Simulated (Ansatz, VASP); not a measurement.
**One calculation of ZrN, two programs**

```
Zr N
1.0
     0.00000    2.26116    2.26116
     2.26116    0.00000    2.26116
     2.26116    2.26116    0.00000
Zr N
1 1
Direct
  0.00000 0.00000 0.00000
  0.50000 0.50000 0.50000
```

Change from the starting cell: volume scaled by 0.97.

Alike in both runs: task single point; functional PBE; k mesh 9 × 9 × 9; occupations fermi-dirac, width 0.01 eV; no spin polarisation.

|  | VASP | Ansatz |
| --- | --- | --- |
| version | VASP 6.6.1 | Ansatz 0.2.0 |
| potentials or method | VASP PAW PBE potentials, release 64 (Zr_sv, N), cutoff 600 eV | all-electron LAPW, scalar-relativistic |

```csv
,VASP,Ansatz,Ansatz less VASP
pressure (GPa),13.3,13.2,-0.15
```

Ansatz ran all-electron here, and VASP with PAW potentials.
